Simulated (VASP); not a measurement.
Input of a VASP 6.6.1 run:

Contents of INCAR:

```
ALGO = Normal
EDIFF = 1E-7
ENCUT = 520
GGA = PE
ISIF = 2
ISMEAR = 0
LASPH = T
LCHARG = F
LREAL = F
LWAVE = F
NBANDS = 21
NELM = 80
PREC = Accurate
SIGMA = 0.1
```

KPOINTS

```
k-points
0
Gamma
  12 6 10
```

File POSCAR:

```
AlN
1.0
    3.3048705121      0.0000000000      0.0132548666
    0.0000000000      6.3882518348      0.0000000000
   -0.9283443953      0.0000000000      3.8957894954
Al N
3 3
Direct
    0.5000000000      0.7528291592      0.5000000000
    0.5000000000      0.1636702110      0.5000000000
    0.5000000000      0.4223817720      0.0000000000
    0.0000000000      0.3703650117      0.5000000000
    0.5000000000      0.7052019513      0.0000000000
    0.0000000000      0.5855518948      0.5000000000
```

Potentials or basis: VASP PAW PBE potentials, release 64 (Al, N).

Command:

```sh
$ cat potpaw_PBE.64/Al/POTCAR potpaw_PBE.64/N/POTCAR > POTCAR
$ mpirun -np 1 vasp_std > vasp.out
```

Problem. What does it give for the band gap on the k mesh?

Solution. Zero (bands 12 and 13 overlap by 0.74 eV).

Problem. Estimate the largest force.

Solution. 0.122 eV/Å.

Problem. Estimate the pressure.

Solution. 0.0 GPa.

Stress tensor (GPa, compression positive):
```
-0.15  0.00  0.01
 0.00  0.11  0.00
 0.01  0.00 -0.09
```

Caveat: semilocal functionals underestimate gaps, and a narrow one can read as zero.
